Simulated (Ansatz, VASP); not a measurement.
## C: VASP beside Ansatz

The input INCAR:

```
PREC = Accurate
ENCUT = 520
EDIFF = 1E-8
ISMEAR = -1
SIGMA = 0.08
LREAL = False
LASPH = True
NELM = 100
ALGO = Normal
ISIF = 2
LWAVE = False
LCHARG = False
LEFG = True
NBANDS = 11
```

File KPOINTS:

```
regular mesh
0
Gamma
  20 20 20
```

Contents of POSCAR:

```
C
1.0
    0.0000000000      1.7531670408      1.7531670408
    1.7531670408      0.0000000000      1.7531670408
    1.7531670408      1.7531670408      0.0000000000
C
2
Direct
    0.5000000000      0.5000000000      0.5000000000
    0.7500000000      0.7500000000      0.7500000000
```

Input for Ansatz:

```yaml
crystal:
  lattice:
    - [0.0, 1.7531670408, 1.7531670408]
    - [1.7531670408, 0.0, 1.7531670408]
    - [1.7531670408, 1.7531670408, 0.0]
  atoms:
    - { symbol: C, position: [0.5, 0.5, 0.5] }
    - { symbol: C, position: [0.75, 0.75, 0.75] }
kpoints:
  mp_grid: { grid: [20, 20, 20] }
scf:
  occupations: { method: fermi_dirac, width: 0.08 }
hamiltonian:
  xc: lda
  pseudopotentials: { kind: all_electron, datasets: crystal }
output:
  forces: true
  stress: true
  eigenvalues: true
  efg: { contact_densities: true }
```

Change from the starting cell: volume scaled by 0.95, crystal datasets.

Alike in both runs: task electric field gradients; functional LDA; k mesh 20 × 20 × 20; occupations fermi-dirac, width 0.08 eV; no spin polarisation.

```csv
,VASP,Ansatz
version,VASP 6.6.1,Ansatz 0.2.0
potentials or method,"VASP PAW LDA potentials, release 64 (C), cutoff 520 eV","all-electron PAW with datasets made for the crystal, scalar-relativistic"
```

VASP gave:

```
gap on the k mesh at the Fermi level (eV) : 4.23
pressure (GPa)                            : 12.3
```

**Question.** Which values does Ansatz return?

**Answer.** gap on the k mesh at the Fermi level (eV): 4.24; pressure (GPa): 10.7.

LDA's correlation is that of Perdew and Zunger in VASP and of Perdew and Wang (1992) in Ansatz. Ansatz ran all-electron here, and VASP with PAW potentials.
